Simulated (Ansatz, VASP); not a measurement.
One calculation of Rh, two programs

```
Rh
1.0
     2.77874    0.00000    0.00000
    -1.38937    2.40646    0.00000
     0.00000    0.00000    3.96387
Rh
2
Direct
  0.66667 0.33333 0.75000
  0.33333 0.66667 0.25000
```

Alike in both runs: task single point; functional PBE; k mesh 21 × 21 × 12; occupations gaussian, width 0.15 eV; no spin polarisation.

|  | VASP | Ansatz |
| --- | --- | --- |
| version | VASP 6.6.1 | Ansatz 0.2.0 |
| potentials or method | VASP PAW PBE potentials, release 64 (Rh_pv), cutoff 520 eV | scalar-relativistic, plane waves, PAW |
| valence electrons in the cell | 30 | 34 |

Ansatz gave:

| Property | Result |
| --- | --- |
| gap on the k mesh at the Fermi level (eV) | none |
| pressure (GPa) | 24.2 |
| traceless stress, the component that is largest in VASP (GPa) | 23.96 |

**Question.** What did VASP give for the same quantities?

**Answer.** gap on the k mesh at the Fermi level (eV): none; pressure (GPa): 24.1; traceless stress, the component that is largest in VASP (GPa): 23.95.

A gap of «none» marks a metal or a gap that the smearing closes. VASP's potentials hold 30 valence electrons a cell and Ansatz's 34, so a difference there can come from the potentials and not from the codes.
